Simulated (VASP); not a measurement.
Input of a VASP 6.6.1 run:

POSCAR

```
SnGe5
1.0
    4.1392548904      0.0000000000      0.0000000000
   -2.0696274452      3.5846998878      0.0000000000
    0.0000000000      0.0000000000     10.0727189928
Ge Sn
5 1
Direct
    0.0000000000      0.0000000000     -0.0136609198
    0.6666666667      0.3333333333      0.6660040336
    0.3333333333      0.6666666667      0.3471035193
    0.6666666667      0.3333333333      0.9105677718
    0.3333333333      0.6666666667      0.5905532683
    0.0000000000      0.0000000000      0.2494323267
```

Contents of INCAR.step1:

```
  ALGO = Normal
  EDIFF = 1E-4
  ENCUT = 520
  GGA = PE
  ISMEAR = -1
  LASPH = T
  LCHARG = F
  LREAL = F
  LWAVE = T
  NBANDS = 51
  NELM = 100
  PREC = Accurate
  SIGMA = 0.02
```

INCAR.step2

```
  ALGO = Normal
  EDIFF = 1E-6
  ENCUT = 520
  ISIF = 2
  ISMEAR = -1
  ISTART = 1
  LASPH = T
  LCHARG = T
  LELF = T
  LMIXTAU = T
  LREAL = F
  LVHAR = T
  LWAVE = F
  METAGGA = R2SCAN
  NBANDS = 51
  NELM = 100
  PREC = Accurate
  SIGMA = 0.02
```

KPOINTS

```
k-points
0
Gamma
  12 12 4
```

Potentials or basis: VASP PAW PBE potentials, release 64 (Ge_d, Sn_d).

Command:

```sh
$ cat potpaw_PBE.64/Ge_d/POTCAR potpaw_PBE.64/Sn_d/POTCAR > POTCAR
$ cp INCAR.step1 INCAR
$ mpirun -np 1 vasp_std > vasp.out
$ cp INCAR.step2 INCAR
$ mpirun -np 1 vasp_std > vasp.out
```

(1) Estimate the pressure.

(2) Predict the band gap on the k mesh.

Answers

(1) -0.2 GPa.

(2) zero (bands 42 and 43 overlap by 0.19 eV).

Caveat: semilocal functionals underestimate gaps, and a narrow one can read as zero; the PAW data sets were made with another functional, which shifts forces and pressure a little; spin-orbit coupling is left out, which moves the levels of the heavy elements.
